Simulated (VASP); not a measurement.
Wanted: the native input for a VASP 6.6.1 run.

| Quantity | Value |
| --- | --- |
| Task | single point |
| Functional | r2SCAN |
| Potentials or basis | VASP PAW PBE potentials, release 64 (Ag) |
| Cutoff | 520 eV |
| k mesh | 18 × 18 × 12 |
| Occupations | gaussian, width 0.1 eV |
| Spin | no spin polarisation |
| Dipole correction | no |
| Further INCAR settings | ALGO = Normal; EDIFF = 1e-06; NBANDS = 18 |

The system is Ag.

```
CELL_PARAMETERS angstrom
1.95983 1.95983 0.00000
-2.07527 2.07527 0.00000
0.00000 0.00000 4.15053
ATOMIC_POSITIONS crystal
Ag 0.00000 0.00000 0.00000
Ag 0.50000 0.50000 0.50000
```

This cell differs from its parent crystal: uniaxial strain along a: -4.5 %.

These files were run (other wordings do the same):

POSCAR

```
Ag
1.0
    1.9598301625      1.9598301625      0.0000000000
   -2.0752651851      2.0752651851      0.0000000000
    0.0000000000      0.0000000000      4.1505303703
Ag
2
Direct
    0.0000000000      0.0000000000      0.0000000000
    0.5000000000      0.5000000000      0.5000000000
```

INCAR.step1

```
PREC = Accurate
ENCUT = 520
ISMEAR = 0
SIGMA = 0.1
LREAL = F
LASPH = T
NELM = 80
NBANDS = 18
GGA = PE
ALGO = Normal
EDIFF = 1E-4
LWAVE = T
LCHARG = F
```

INCAR.step2

```
PREC = Accurate
ENCUT = 520
EDIFF = 1E-6
ISMEAR = 0
SIGMA = 0.1
LREAL = F
LASPH = T
NELM = 80
ALGO = Normal
ISIF = 2
LWAVE = F
LCHARG = F
METAGGA = R2SCAN
LMIXTAU = T
NBANDS = 18
ISTART = 1
```

KPOINTS

```
regular mesh
0
Gamma
  18 18 12
```

Potentials or basis: VASP PAW PBE potentials, release 64 (Ag).

Launch:

```console
$ cat potpaw_PBE.64/Ag/POTCAR > POTCAR
$ cp INCAR.step1 INCAR
$ mpirun -np 1 vasp_std > vasp.out
$ cp INCAR.step2 INCAR
$ mpirun -np 1 vasp_std > vasp.out
```

Results of the run:

```json
{
 "Pressure": "3.2 GPa",
 "Band gap on the k mesh": "zero (bands 11 and 12 overlap by 9.75 eV)"
}
```

Caveat: the cell differs from its parent crystal (uniaxial strain along a: -4.5 %); the cell stands under pressure; the PAW data sets were made with another functional, which shifts forces and pressure a little.

Wall time 5.8 min on 1 thread of Intel(R) Xeon(R) 6975P-C (Granite Rapids), on a shared host, peak memory 0.43 GiB.
